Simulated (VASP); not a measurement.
# Al12NO in VASP: single point with PBE

Aim: the single point of Al12NO with PBE.

All numbers are computed with VASP 6.6.1; they aren't measurements. Logs are shortened: lines on timing, memory, paths and dates and some standing lists are left out, and cuts for length are marked.

### Step 1. The cell of the first run

The cell holds a slab with vacuum, 14 atoms: a = 5.725 Å, b = 5.725 Å, c = 23.834 Å, α = 90.00°, β = 90.00°, γ = 120.00°.

### Step 2. Single point, PBE

The input, INCAR:

```
SYSTEM = Al12NO
ALGO = Normal ; DIPOL = 0.5 0.5 0.461
EDIFF = 1E-7 ; ENCUT = 520
GGA = PE ; IDIPOL = 3
ISIF = 2 ; ISMEAR = -1
LASPH = .TRUE. ; LCHARG = .FALSE.
LDIPOL = .TRUE. ; LREAL = .FALSE.
LWAVE = .FALSE. ; NBANDS = 36
NELM = 80 ; PREC = Accurate
SIGMA = 0.05
```

The input, KPOINTS:

```
k-points
0
G
  6 6 1
  0 0 0
```

The input, POSCAR:

```
Al12NO
1.0
    5.7246799319      0.0000000000      0.0000000000
   -2.8623399660      4.9577182496      0.0000000000
    0.0000000000      0.0000000000     23.8341815913
Al N O
12 1 1
Direct
    0.3333333333      0.1666666667      0.3356523894
    0.3333333333      0.6666666667      0.3356523894
    0.8333333333      0.1666666667      0.3356523894
    0.8333333333      0.6666666667      0.3356523894
    0.6666666667      0.3333333333      0.4337086531
    0.6666666667      0.8333333333      0.4337086531
    0.1666666667      0.3333333333      0.4337086531
    0.1666666667      0.8333333333      0.4337086531
    0.0000000000      0.5000000000      0.5317649168
    0.0000000000      0.0000000000      0.5317649168
    0.5000000000      0.5000000000      0.5317649168
    0.5000000000      0.0000000000      0.5317649168
    0.1666666667      0.3333333333      0.6517606460
    0.1666666667      0.3333333333      0.6030910496
```

Potentials or basis: VASP PAW PBE potentials, release 64 (Al, N, O).

Launch:

```console
cat potpaw_PBE.64/Al/POTCAR potpaw_PBE.64/N/POTCAR potpaw_PBE.64/O/POTCAR > POTCAR
mpirun -np 1 vasp_std > vasp.out
```

OUTCAR:

```text
SYSTEM = Al12NO
   EDIFF = 1E-7
   ENCUT = 520
   GGA = PE
   ISIF = 2
   ISMEAR = -1
   LASPH = .TRUE.
   LREAL = .FALSE.
   NELM = 80
   PREC = Accurate

 ion  position               nearest neighbor table
   1  0.333  0.167  0.336-   7 2.86   5 2.86   8 2.86   3 2.86   3 2.86   4 2.86   4 2.86   2 2.86
                             2 2.86
   2  0.333  0.667  0.336-   8 2.86   6 2.86   7 2.86   4 2.86   4 2.86   3 2.86   3 2.86   1 2.86
                             1 2.86
   3  0.833  0.167  0.336-   5 2.86   7 2.86   6 2.86   1 2.86   1 2.86   2 2.86   2 2.86   4 2.86
                             4 2.86
   4  0.833  0.667  0.336-   6 2.86   8 2.86   5 2.86   2 2.86   2 2.86   1 2.86   1 2.86   3 2.86
                             3 2.86
   5  0.667  0.333  0.434-   3 2.86   9 2.86  12 2.86   1 2.86  11 2.86   4 2.86   7 2.86   7 2.86
                             8 2.86   8 2.86   6 2.86   6 2.86
   6  0.667  0.833  0.434-   4 2.86  10 2.86  11 2.86   2 2.86  12 2.86   3 2.86   8 2.86   8 2.86
                             7 2.86   7 2.86   5 2.86   5 2.86
   7  0.167  0.333  0.434-   1 2.86  11 2.86  10 2.86   3 2.86   9 2.86   2 2.86   5 2.86   5 2.86
                             6 2.86   6 2.86   8 2.86   8 2.86
   8  0.167  0.833  0.434-   2 2.86  12 2.86   9 2.86   4 2.86  10 2.86   1 2.86   6 2.86   6 2.86
                             5 2.86   5 2.86   7 2.86   7 2.86
   9  0.000  0.500  0.532-  14 2.37   5 2.86   8 2.86   7 2.86  11 2.86  11 2.86  12 2.86  12 2.86
                            10 2.86  10 2.86
  10  0.000  0.000  0.532-  14 2.37   6 2.86   7 2.86   8 2.86  12 2.86  12 2.86  11 2.86  11 2.86
                             9 2.86   9 2.86
  11  0.500  0.500  0.532-  14 2.37   7 2.86   6 2.86   5 2.86   9 2.86   9 2.86  10 2.86  10 2.86
                            12 2.86  12 2.86
  12  0.500  0.000  0.532-   8 2.86   5 2.86   6 2.86  10 2.86  10 2.86   9 2.86   9 2.86  11 2.86
                            11 2.86
  13  0.167  0.333  0.652-  14 1.16
  14  0.167  0.333  0.603-  13 1.16  11 2.37  10 2.37   9 2.37

  LATTYP: Found a hexagonal cell.
 ALAT       =     5.7246799319
 C/A-ratio  =     4.1634085879

  Lattice vectors:

 A1 = (   5.7246799319,   0.0000000000,   0.0000000000)
 A2 = (  -2.8623399660,   4.9577182496,   0.0000000000)
 A3 = (   0.0000000000,   0.0000000000,  23.8341815913)

Analysis of symmetry for initial positions (statically):
=====================================================================
 Subroutine PRICEL returns:
 Original cell was already a primitive cell.

 Routine SETGRP: Setting up the symmetry group for a
 hexagonal supercell.

 Subroutine GETGRP returns: Found  6 space group operations
 (whereof  2 operations were pure point group operations)
 out of a pool of 24 trial point group operations.

The static configuration has the point symmetry C_1h.
 The point group associated with its full space group is C_3v.

Analysis of symmetry for dynamics (positions and initial velocities):
=====================================================================
 Subroutine PRICEL returns:
 Original cell was already a primitive cell.

 Routine SETGRP: Setting up the symmetry group for a
 hexagonal supercell.

 Subroutine GETGRP returns: Found  6 space group operations
 (whereof  2 operations were pure point group operations)
 out of a pool of 24 trial point group operations.

The dynamic configuration has the point symmetry C_1h.
 The point group associated with its full space group is C_3v.

 Subroutine INISYM returns: Found  6 space group operations
 (whereof  2 operations are pure point group operations),
 and found     1 'primitive' translations

----------------------------------------------------------------------------------------

                                     Primitive cell

  volume of cell :     676.4463

  direct lattice vectors                    reciprocal lattice vectors
     5.724679932  0.000000000  0.000000000     0.174682255  0.100852847  0.000000000
    -2.862339966  4.957718250  0.000000000     0.000000000  0.201705694  0.000000000
     0.000000000  0.000000000 23.834181591     0.000000000  0.000000000  0.041956549

  length of vectors
     5.724679932  5.724679932 23.834181591     0.201705694  0.201705694  0.041956549

  position of ions in fractional coordinates (direct lattice)
     0.333333333  0.166666667  0.335652389
     0.333333333  0.666666667  0.335652389
     0.833333333  0.166666667  0.335652389
     0.833333333  0.666666667  0.335652389
     0.666666667  0.333333333  0.433708653
     0.666666667  0.833333333  0.433708653
     0.166666667  0.333333333  0.433708653
     0.166666667  0.833333333  0.433708653
     0.000000000  0.500000000  0.531764917
     0.000000000  0.000000000  0.531764917
     0.500000000  0.500000000  0.531764917
     0.500000000  0.000000000  0.531764917
     0.166666667  0.333333333  0.651760646
     0.166666667  0.333333333  0.603091050

  ion indices of the primitive-cell ions
   primitive index   ion index
                 1           1
                 2           2
                 3           3
                 4           4
                 5           5
                 6           6
                 7           7
                 8           8
                 9           9
                10          10
                11          11
                12          12
                13          13
                14          14

----------------------------------------------------------------------------------------

 KPOINTS: k-points

Automatic generation of k-mesh.
 Grid dimensions read from file:
 generate k-points for:    6    6    1

 Generating k-lattice:

  Cartesian coordinates                     Fractional coordinates (reciprocal lattice)
     0.029113709  0.016808808  0.000000000     0.166666667  0.000000000  0.000000000
     0.000000000  0.033617616  0.000000000     0.000000000  0.166666667  0.000000000
     0.000000000  0.000000000  0.041956549     0.000000000  0.000000000  1.000000000

  Length of vectors
     0.033617616  0.033617616  0.041956549

  Shift w.r.t. Gamma in fractional coordinates (k-lattice)
     0.000000000  0.000000000  0.000000000

 Subroutine IBZKPT returns following result:
 ===========================================

 Found      7 irreducible k-points:

 Following reciprocal coordinates:
            Coordinates               Weight
  0.000000  0.000000  0.000000      1.000000
  0.166667  0.000000  0.000000      6.000000
  0.333333 -0.000000  0.000000      6.000000
  0.500000  0.000000  0.000000      3.000000
  0.166667  0.166667  0.000000      6.000000
  0.333333  0.166667  0.000000     12.000000
  0.333333  0.333333  0.000000      2.000000
   k-points           NKPTS =      7   k-points in BZ     NKDIM =      7   number of bands    NBANDS=     36
   number of dos      NEDOS =    301   number of ions     NIONS =     14
   total plane-waves  NPLWV = 414720
   dimension x,y,z NGX =    48 NGY =   48 NGZ =  180
   dimension x,y,z NGXF=    96 NGYF=   96 NGZF=  360
   ions per type =              12   1   1
   NGX,Y,Z   is equivalent  to a cutoff of  13.94, 13.94, 12.56 a.u.
   NGXF,Y,Z  is equivalent  to a cutoff of  27.88, 27.88, 25.11 a.u.
 SYSTEM =  Al12NO
   PREC   = accura    normal or accurate (medium, high low for compatibility)
   ISTART =      0    job   : 0-new  1-cont  2-samecut
   ICHARG =      2    charge: 1-file 2-atom 10-const
   ISPIN  =      1    spin polarized calculation?
   LNONCOLLINEAR =      F non collinear calculations
   LSORBIT =      F    spin-orbit coupling
   LASPH  =      T    aspherical Exc in radial PAW
   ENCUT  =  520.0 eV  38.22 Ry    6.18 a.u.  10.64 10.64 44.32*2*pi/ulx,y,z
   NELM   =     80;   NELMIN=  2; NELMDL= -5     # of ELM steps
   EDIFF  = 0.1E-06   stopping-criterion for ELM
   LREAL  =      F    real-space projection
   EDIFFG = 0.1E-05   stopping-criterion for IOM
   NSW    =      0    number of steps for IOM
   IBRION =     -1    ionic relax: 0-MD 1-quasi-New 2-CG
   NFREE  =      0    steps in history (QN), initial steepest desc. (CG)
   ISIF   =      2    stress and relaxation
   ISYM   =      2    0-nonsym 1-usesym 2-fastsym
   POTIM  = 0.5000    time-step for ionic-motion
   TEBEG  =    0.0;   TEEND  =   0.0 temperature during run
   PSTRESS=    0.0 pullay stress
   NELECT =      47.0000    total number of electrons
   NUPDOWN=      -1.0000    fix difference up-down
   EMIN   =  10.00;   EMAX   =-10.00  energy-range for DOS
   EFERMI =   0.00;   METHOD = LEGACY
   ISMEAR =    -1;   SIGMA  =   0.05  broadening in eV -4-tet -1-fermi 0-gaus
   EFERMI_NEDOS =   21; number of points for ismear=-14 and -15
   IALGO  =     38    algorithm
   IMIX   =      4    mixing-type and parameters
     AMIX     =   0.40;   BMIX     =  1.00
     AMIX_MAG =   1.60;   BMIX_MAG =  1.00
  volume/ion in A,a.u.               =      48.32       326.06
  Fermi-wavevector in a.u.,A,eV,Ry     =   0.673023  1.271828  6.162888  0.452959
  Thomas-Fermi vector in A             =   1.749318
   LORBIT       =      0    0 simple, 1 ext, 2 COOP (PROOUT), +10 PAW based schemes
   GGA     = PE    functional components
   LHFCALC =     F    Hartree Fock is set to
   AEXX    =    0.0000 exact exchange contribution
   IVDW    =     0    specifies the selected vdW correction
   LEPSILON=     F    determine dielectric tensor
   LRPA    =     F    only Hartree local field effects (RPA)
 non-spin polarized calculation
  energy-cutoff  :      520.00
  volume of cell :      676.45
 maximum number of plane-waves:     18305
 NGX is ok and might be reduce to    48
   NGX = 21   NGY = 21   NGZ = 89

 dipolmoment           0.000000      0.000000     -0.013801 electrons x Angstroem

 number of electron      46.9999996 magnetization

 dipolmoment           0.000000      0.000000      0.141232 electrons x Angstroem

 Free energy of the ion-electron system (eV)
  ---------------------------------------------------
  ext. energy  EPLUGINS =         0.00000000
  ---------------------------------------------------
  free energy    TOTEN  =       -53.83726802 eV

  energy without entropy =      -53.76783712  energy(sigma->0) =      -53.80255257

 E-fermi :  -0.4104     XC(G=0):  -4.0847

 val. band max:       -0.4896851383   @ k =   0.3333   0.1667   0.0000
 cond. band min:      -0.3711659584   @ k =   0.0000   0.0000   0.0000
 fundamental gap:      0.1185191799
 Fermi energy:        -0.4104370803

 k-point     1 :       0.0000    0.0000    0.0000
  band No.  band energies     occupation
      1     -27.7111      2.00000
      2     -14.1176      2.00000
      3     -10.8740      2.00000
      4      -9.3391      2.00000
      5      -9.3391      2.00000
      6      -9.1906      2.00000
[... 27 lines left out ...]
     34       2.5104      0.00000
     35       2.5231      0.00000

 k-point     2 :       0.1667    0.0000    0.0000
  band No.  band energies     occupation
      1     -27.7110      2.00000
      2     -14.1133      2.00000
      3     -10.7124      2.00000
      4      -9.3760      2.00000
      5      -9.3430      2.00000
      6      -9.0085      2.00000
[... 182 lines left out ...]
 k-point     7 :       0.3333    0.3333    0.0000
  band No.  band energies     occupation
      1     -27.7108      2.00000
      2     -14.0988      2.00000
      3      -9.4399      2.00000
      4      -9.4342      2.00000
      5      -8.9032      2.00000
      6      -8.8677      2.00000
[... 27 lines left out ...]
     34       2.4704      0.00000
     35       2.9001      0.00000
 [bands above 35 left out]

------------------------ aborting loop because EDIFF is reached ----------------------------------------

 vacuum level on the upper side and lower side of the slab       (xc-potential included)         0.362        -0.510

  FORCE on cell =-STRESS in cart. coord.  units (eV):
  Direction    XX          YY          ZZ          XY          YZ          ZX
  --------------------------------------------------------------------------------------
  -------------------------------------------------------------------------------------
  Total       -3.2080073     -3.2080073      6.1982692      0.0000000      0.0000000      0.0000000
  in kB       -7.5982334     -7.5982334     14.6807323      0.0000000      0.0000000      0.0000000
  external PRESSURE =      -0.1719115 kB  Pullay stress =       0.0000000 kB

 VOLUME and BASIS-vectors are now :
 -----------------------------------------------------------------------------
  energy-cutoff  :      520.00
  volume of cell :      676.45
      direct lattice vectors                 reciprocal lattice vectors
     5.724679932  0.000000000  0.000000000     0.174682255  0.100852847  0.000000000
    -2.862339966  4.957718250  0.000000000     0.000000000  0.201705694  0.000000000
     0.000000000  0.000000000 23.834181591     0.000000000  0.000000000  0.041956549

 POSITION                                       TOTAL-FORCE (eV/Angst)
 -----------------------------------------------------------------------------------
      1.43117      0.82629      8.00000         0.058679     -0.033878      0.079173
     -0.00000      3.30515      8.00000        -0.000000      0.067757      0.079173
      4.29351      0.82629      8.00000        -0.058679     -0.033878      0.079173
      2.86234      3.30515      8.00000        -0.000000     -0.000000      0.038685
      2.86234      1.65257     10.33709        -0.000000      0.020227     -0.038869
      1.43117      4.13143     10.33709         0.017517     -0.010113     -0.038869
      0.00000      1.65257     10.33709        -0.000000     -0.000000      0.211315
     -1.43117      4.13143     10.33709        -0.017517     -0.010113     -0.038869
     -1.43117      2.47886     12.67418        -0.396365      0.228842     -0.491443
      0.00000      0.00000     12.67418         0.000000     -0.457683     -0.491443
      1.43117      2.47886     12.67418         0.396365      0.228842     -0.491443
      2.86234      0.00000     12.67418        -0.000000     -0.000000     -0.259657
      0.00000      1.65257     15.53418        -0.000000     -0.000000      4.730155
      0.00000      1.65257     14.37418         0.000000     -0.000000     -3.367079
 -----------------------------------------------------------------------------------
    total drift:                               -0.000000      0.000000      0.001253

  FREE ENERGIE OF THE ION-ELECTRON SYSTEM (eV)
  ---------------------------------------------------
  free  energy   TOTEN  =       -53.8372680244 eV

  energy  without entropy=      -53.7678371243  energy(sigma->0) =      -53.80255257

 vacuum level on the upper side and lower side of the slab         4.345         3.449
```

Run time: 8.1 min. Hardware: 1 thread of Intel Xeon Platinum 8488C (Sapphire Rapids), shared host; peak memory 0.82 GiB.

What came out:

* Free energy: -53.8373 eV
* Largest force: 4.730 eV/Å

Forces on the atoms (eV/Å):
```
Al   0.059 -0.034  0.079
Al   0.000  0.068  0.079
Al  -0.059 -0.034  0.079
Al   0.000  0.000  0.039
Al   0.000  0.020 -0.039
Al   0.018 -0.010 -0.039
Al   0.000  0.000  0.211
Al  -0.018 -0.010 -0.039
Al  -0.396  0.229 -0.491
Al   0.000 -0.458 -0.491
Al   0.396  0.229 -0.491
Al   0.000  0.000 -0.260
N    0.000  0.000  4.730
O    0.000  0.000 -3.367
```

Caveat: the standard files for N, O and F lose accuracy on very short bonds; an odd number of electrons without spin polarisation forces a metal; a magnetic or distorted state may lie lower.
